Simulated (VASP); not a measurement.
# TiO2 (rutile type) (P4_2/mnm) in VASP: notebook, part 2 of 2

VASP 6.6.1.

### 5 Single point, PBE (volume scaled by 0.8)

The input, INCAR:

```
SYSTEM = TiO2
  PREC = Accurate
  ENCUT = 520
  EDIFF = 1E-7
  ISMEAR = -1
  SIGMA = 0.08
  LREAL = .FALSE.
  LASPH = .TRUE.
  NELM = 60
  ALGO = Normal
  ISIF = 2
  LWAVE = .FALSE.
  LCHARG = .TRUE.
  GGA = PE
  LELF = .TRUE.
  LVHAR = .TRUE.
  NBANDS = 33
```

The input, KPOINTS:

```
regular mesh
0
G
  8 8 11
  0 0 0
```

The input, POSCAR:

```
TiO2
1.0
    4.2555027899      0.0000000000      0.0000000000
    0.0000000000      4.2555027899      0.0000000000
    0.0000000000      0.0000000000      2.8228889190
Ti O
2 4
Direct
    0.0000000000      0.0000000000      0.0000000000
    0.5000000000      0.5000000000      0.5000000000
    0.3010560176      0.3010560176      0.0000000000
    0.6989439824      0.6989439824      0.0000000000
    0.8010560176      0.1989439824      0.5000000000
    0.1989439824      0.8010560176      0.5000000000
```

Potentials or basis: VASP PAW PBE potentials, release 64 (Ti_sv, O).

Started as:

```console
> cat potpaw_PBE.64/Ti_sv/POTCAR potpaw_PBE.64/O/POTCAR > POTCAR
> mpirun -np 1 vasp_std > vasp.out
```

OUTCAR:

```text
SYSTEM = TiO2
   PREC = Accurate
   ENCUT = 520
   EDIFF = 1E-7
   ISMEAR = -1
   LREAL = .FALSE.
   LASPH = .TRUE.
   NELM = 60
   ISIF = 2
   GGA = PE

 ion  position               nearest neighbor table
   1  0.000  0.000  0.000-   3 1.81   4 1.81   5 1.85   6 1.85   5 1.85   6 1.85
   2  0.500  0.500  0.500-   5 1.81   6 1.81   3 1.85   4 1.85   3 1.85   4 1.85
   3  0.301  0.301  0.000-   1 1.81   2 1.85   2 1.85
   4  0.699  0.699  0.000-   1 1.81   2 1.85   2 1.85
   5  0.801  0.199  0.500-   2 1.81   1 1.85   1 1.85
   6  0.199  0.801  0.500-   2 1.81   1 1.85   1 1.85

  LATTYP: Found a simple tetragonal cell.
 ALAT       =     4.2555027899
 C/A-ratio  =     0.6633502687

  Lattice vectors:

 A1 = (   4.2555027899,   0.0000000000,   0.0000000000)
 A2 = (   0.0000000000,   4.2555027899,   0.0000000000)
 A3 = (   0.0000000000,   0.0000000000,   2.8228889190)

Analysis of symmetry for initial positions (statically):
=====================================================================
 Subroutine PRICEL returns:
 Original cell was already a primitive cell.

 Routine SETGRP: Setting up the symmetry group for a
[... 174 lines left out ...]
  free energy    TOTEN  =       -51.08659536 eV

  energy without entropy =      -51.08659529  energy(sigma->0) =      -51.08659533

 E-fermi :   8.2912     XC(G=0): -12.5331

 val. band max:        7.2310531793   @ k =   0.0000   0.0000   0.0000
 cond. band min:       9.4230767500   @ k =   0.0000   0.0000   0.0000
 fundamental gap:      2.1920235707
 Fermi energy:         8.2912141781

 k-point     1 :       0.0000    0.0000    0.0000
  band No.  band energies     occupation
      1     -49.1495      2.00000
      2     -49.0974      2.00000
      3     -25.7541      2.00000
      4     -25.7541      2.00000
      5     -25.3660      2.00000
      6     -25.3660      2.00000
[... 853 lines left out ...]
     32      14.6671      0.00000
     33      15.3964      0.00000

 [... further k-points ...]
[... 5 lines left out ...]
  --------------------------------------------------------------------------------------
  -------------------------------------------------------------------------------------
  Total       24.8664639     24.8664639     24.9255888      0.0000000      0.0000000      0.0000000
  in kB      779.3437662    779.3437662    781.1968081      0.0000000      0.0000000      0.0000000
  external PRESSURE =     779.9614468 kB  Pullay stress =       0.0000000 kB

 VOLUME and BASIS-vectors are now :
 -----------------------------------------------------------------------------
  energy-cutoff  :      520.00
  volume of cell :       51.12
      direct lattice vectors                 reciprocal lattice vectors
     4.255502790  0.000000000  0.000000000     0.234989859  0.000000000  0.000000000
     0.000000000  4.255502790  0.000000000     0.000000000  0.234989859  0.000000000
     0.000000000  0.000000000  2.822888919     0.000000000  0.000000000  0.354247024

 POSITION                                       TOTAL-FORCE (eV/Angst)
 -----------------------------------------------------------------------------------
      0.00000      0.00000      0.00000         0.000000     -0.000000      0.000000
      2.12775      2.12775      1.41144         0.000000     -0.000000      0.000000
      1.28114      1.28114      0.00000        -0.012891     -0.012891     -0.000000
      2.97436      2.97436      0.00000         0.012891      0.012891      0.000000
      3.40890      0.84661      1.41144        -0.012891      0.012891      0.000000
      0.84661      3.40890      1.41144         0.012891     -0.012891      0.000000
 -----------------------------------------------------------------------------------
    total drift:                                0.000000     -0.000000      0.000000

  FREE ENERGIE OF THE ION-ELECTRON SYSTEM (eV)
  ---------------------------------------------------
  free  energy   TOTEN  =       -51.0865953594 eV

  energy  without entropy=      -51.0865952915  energy(sigma->0) =      -51.08659533
```

OSZICAR:

```text
N       E                     dE             d eps       ncg     rms          rms(c)
DAV:   1     0.670070953288E+03    0.67007E+03   -0.24209E+04  5948   0.179E+03
DAV:   2     0.279252200556E+02   -0.64215E+03   -0.59080E+03  6437   0.529E+02
DAV:   3    -0.619764891372E+02   -0.89902E+02   -0.88051E+02  7982   0.194E+02
DAV:   4    -0.669302494749E+02   -0.49538E+01   -0.49429E+01  8446   0.415E+01
DAV:   5    -0.670635352964E+02   -0.13329E+00   -0.13327E+00  7746   0.622E+00    0.413E+01
DAV:   6    -0.505732084228E+02    0.16490E+02   -0.61291E+01  8027   0.960E+01    0.108E+01
DAV:   7    -0.510579535328E+02   -0.48475E+00   -0.98060E+00  7186   0.267E+01    0.125E+01
DAV:   8    -0.510438325792E+02    0.14121E-01   -0.61578E-01  8249   0.834E+00    0.417E+00
DAV:   9    -0.511000799123E+02   -0.56247E-01   -0.27206E-01  7052   0.357E+00    0.211E+00
DAV:  10    -0.510881879255E+02    0.11892E-01   -0.67474E-02  7711   0.220E+00    0.592E-01
DAV:  11    -0.510869751090E+02    0.12128E-02   -0.64495E-03  7602   0.118E+00    0.185E-01
DAV:  12    -0.510866258163E+02    0.34929E-03   -0.15116E-03  7626   0.472E-01    0.650E-02
DAV:  13    -0.510865981022E+02    0.27714E-04   -0.37427E-04  8149   0.139E-01    0.203E-02
DAV:  14    -0.510865957285E+02    0.23737E-05   -0.35015E-05  7765   0.474E-02    0.177E-02
DAV:  15    -0.510865955126E+02    0.21585E-06   -0.40762E-06  7239   0.264E-02    0.935E-04
DAV:  16    -0.510865953430E+02    0.16967E-06   -0.25669E-07  6252   0.570E-03    0.924E-04
DAV:  17    -0.510865953594E+02   -0.16390E-07   -0.28286E-08  3570   0.172E-03
   1 F= -.51086595E+02 E0= -.51086595E+02  d E =-.678431E-07
```

Run time: 2.6 min. Hardware: 1 thread of AMD EPYC 7R43 (Zen 3), shared host; peak memory 0.21 GiB.

What came out:

```
Free energy            : -51.0866 eV
Pressure               : 78.0 GPa
Largest force          : 0.018 eV/Å
Band gap on the k mesh : 2.19 eV, direct
```

Forces on the atoms (eV/Å):
```
Ti   0.000  0.000  0.000
Ti   0.000  0.000  0.000
O   -0.013 -0.013  0.000
O    0.013  0.013  0.000
O   -0.013  0.013  0.000
O    0.013 -0.013  0.000
```

Caveat: the cell differs from its parent crystal (volume scaled by 0.8).

### 6 Single point, PBE

This run uses another cell than the first one, of 9.37 Å³/atom, 1.222 times its volume.

The input, INCAR:

```
SYSTEM = TiO2
PREC = Accurate ; ENCUT = 520
EDIFF = 1E-6 ; ISMEAR = -1
SIGMA = 0.08 ; LREAL = .False.
LASPH = .True. ; NELM = 80
ALGO = Normal ; ISIF = 2
LWAVE = .False. ; LCHARG = .False.
GGA = PE ; NBANDS = 33
```

The input, KPOINTS:

```
Automatic mesh
0
Gamma
  8 8 11
  0 0 0
```

The input, POSCAR:

```
TiO2
1.0
    4.4138212628      0.0000000000      0.0000000000
    0.0000000000      4.4138212628      0.0000000000
    0.0000000000      0.0000000000      2.8864148372
Ti O
2 4
Direct
    0.0000000000      0.0000000000      0.0000000000
    0.5000000000      0.5000000000      0.5000000000
    0.3018288480      0.3018288480      0.0000000000
    0.6981711520      0.6981711520      0.0000000000
    0.8018288480      0.1981711520      0.5000000000
    0.1981711520      0.8018288480      0.5000000000
```

Potentials or basis: VASP PAW PBE potentials, release 64 (Ti_sv, O).

Started as:

```console
> cat potpaw_PBE.64/Ti_sv/POTCAR potpaw_PBE.64/O/POTCAR > POTCAR
> mpirun -np 1 vasp_std > vasp.out
```

It took 3.3 min on 1 thread of AMD EPYC 7R43 (Zen 3), shared host; peak memory 0.22 GiB.

The run converged. Its results:

| Item | Value |
| --- | --- |
| Free energy | -52.8752 eV |
| Pressure | 36.5 GPa |
| Largest force | 0.018 eV/Å |
| Band gap on the k mesh | 1.99 eV, direct |

Forces on the atoms (eV/Å):
```
Ti   0.000  0.000  0.000
Ti   0.000  0.000  0.000
O   -0.013 -0.013  0.000
O    0.013  0.013  0.000
O   -0.013  0.013  0.000
O    0.013 -0.013  0.000
```

Stress tensor (GPa, compression positive):
```
36.48  0.00  0.00
 0.00 36.48  0.00
 0.00  0.00 36.68
```

Levels at points of the mesh, in eV from the valence-band top:
| k point | band 20 | band 21 | band 22 | band 23 | band 24 | band 25 | band 26 | band 27 | band 28 | band 29 |
| --- | --- | --- | --- | --- | --- | --- | --- | --- | --- | --- |
| (0.00, 0.00, 0.00) | -2.25 | -0.79 | -0.51 | -0.51 | 0.00 | 1.99 | 2.32 | 2.55 | 2.71 | 2.71 |
| (0.50, 0.00, 0.00) | -3.38 | -1.93 | -1.93 | -0.87 | -0.87 | 2.79 | 2.79 | 3.43 | 3.43 | 3.94 |
| (0.50, 0.50, 0.00) | -2.54 | -1.47 | -1.47 | -1.15 | -1.15 | 2.04 | 2.04 | 2.74 | 2.74 | 4.27 |

### 7 Summary

```tsv
cell	gap on the mesh (eV)	pressure (GPa)	largest force (eV/Å)
a = 4.085, b = 4.085, c = 2.757 Å, 6 atoms	2.46	142.5	0.03
a = 4.256, b = 4.256, c = 2.823 Å, 6 atoms	2.19	78.0	0.02
a = 4.414, b = 4.414, c = 2.886 Å, 6 atoms	1.99	36.5	0.02
```

Alike in all rows: task single point; level PBE; potentials or basis VASP PAW PBE potentials, release 64 (Ti_sv, O); no spin polarisation; k mesh 8 × 8 × 11; cutoff (eV) 520; smearing fermi-dirac 0.08 eV.

Total energies depend on the potentials used, so only differences within one code and one set of settings carry meaning.
